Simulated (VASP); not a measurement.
Crystal: Ni.

```
Ni
1.0
     2.44802    0.00000    0.00000
    -1.22401    2.12005    0.00000
     0.00000    0.00000    4.07281
Ni
2
Direct
  0.33333 0.66667 0.25000
  0.66667 0.33333 0.75000
```

This isn't the form of Ni at room conditions, which is fcc.

Base run:

| Item | Value |
| --- | --- |
| Program | VASP 6.6.1 |
| Functional | PBEsol |
| Potentials or basis | VASP PAW PBE potentials, release 64 (Ni) |
| Cutoff | 520 eV |
| k mesh | 13 × 13 × 7 |
| Occupations | fermi-dirac, width 0.1 eV |
| Spin | collinear spin, ferromagnetic start |
| Starting moments | [2.0, 2.0] μB |

Its results: pressure -3.0 GPa; net moment 1.22 μB per cell; site moments Ni +0.62 μB.

Q: The run is repeated on the same cell with these changes: functional from PBEsol to LDA; potentials or basis from VASP PAW PBE potentials, release 64 (Ni) to VASP PAW LDA potentials, release 64 (Ni). What comes out?

A: Pressure -10.6 GPa; net moment 1.16 μB per cell; site moments Ni +0.58 μB.

Caveats: the PAW data sets were made with another functional, which shifts forces and pressure a little (at least some runs); the cell stands under tension (at least some runs).
